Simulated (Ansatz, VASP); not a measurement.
# Two plane-wave programs on SrCl2

INCAR

```
SYSTEM = SrCl2
PREC = Accurate
ENCUT = 520
EDIFF = 1E-6
ISMEAR = -1
SIGMA = 0.05
LREAL = .False.
LASPH = .True.
NELM = 150
ALGO = Normal
ISIF = 2
LWAVE = .False.
LCHARG = .False.
LNONCOLLINEAR = .True.
MAGMOM = 0 0 0 0 0 0 0 0 0
LORBIT = 11
LSORBIT = .True.
GGA_COMPAT = .False.
LORBMOM = .True.
GGA = PS
NBANDS = 37
```

KPOINTS

```
Automatic mesh
0
Gamma
  7 7 7
  0 0 0
```

POSCAR

```
SrCl2
1.0
    0.0000000000      3.4883500000      3.4883500000
    3.4883500000      0.0000000000      3.4883500000
    3.4883500000      3.4883500000      0.0000000000
Sr Cl
1 2
Direct
    0.0000000000      0.0000000000      0.0000000000
    0.7500000000      0.7500000000      0.7500000000
    0.2500000000      0.2500000000      0.2500000000
```

Contents of input.yaml:

```yaml
crystal:
  lattice:
    - [0.0, 3.48835, 3.48835]
    - [3.48835, 0.0, 3.48835]
    - [3.48835, 3.48835, 0.0]
  atoms:
    - { symbol: Sr, position: [0.0, 0.0, 0.0] }
    - { symbol: Cl, position: [0.75, 0.75, 0.75] }
    - { symbol: Cl, position: [0.25, 0.25, 0.25] }
hamiltonian:
  xc: pbesol
  pseudopotentials: { kind: paw_fr }
magnetization:
  noncollinear: true
  spin_orbit: true
kpoints:
  mp_grid: { grid: [7, 7, 7] }
  band_path:
    path:
      - [[0.0, 0.0, 0.0], [0.5, 0.0, 0.5], [0.5, 0.25, 0.75], [0.375, 0.375, 0.75], [0.0, 0.0, 0.0], [0.5, 0.5, 0.5], [0.625, 0.25, 0.625], [0.5, 0.25, 0.75], [0.5, 0.5, 0.5], [0.375, 0.375, 0.75]]
      - [[0.625, 0.25, 0.625], [0.5, 0.0, 0.5]]
    npoints: 14
scf:
  occupations: { method: fermi_dirac, width: 0.05 }
  n_extra_bands: 7
output:
  forces: true
  stress: true
  eigenvalues: true
  fatbands: false
```

Alike in both runs: functional PBEsol; k mesh 7 × 7 × 7; occupations fermi-dirac, width 0.05 eV; non-collinear spin, spin-orbit coupling.

|  | VASP | Ansatz |
| --- | --- | --- |
| version | VASP 6.6.1 | Ansatz 0.2.0 |
| potentials or method | VASP PAW PBE potentials, release 64 (Sr_sv, Cl) | Ansatz PAW |
| plane-wave cutoff (eV) | 520 | 420 |
| valence electrons in the cell | 24 | 24 |
| task | single point | band structure |

Ansatz gave:

```
pressure (GPa) : -1.1
```

Question: What did VASP give for the same quantities?

Answer: Pressure (GPa): -0.9.

VASP's potentials were made for PBE, not for PBEsol.
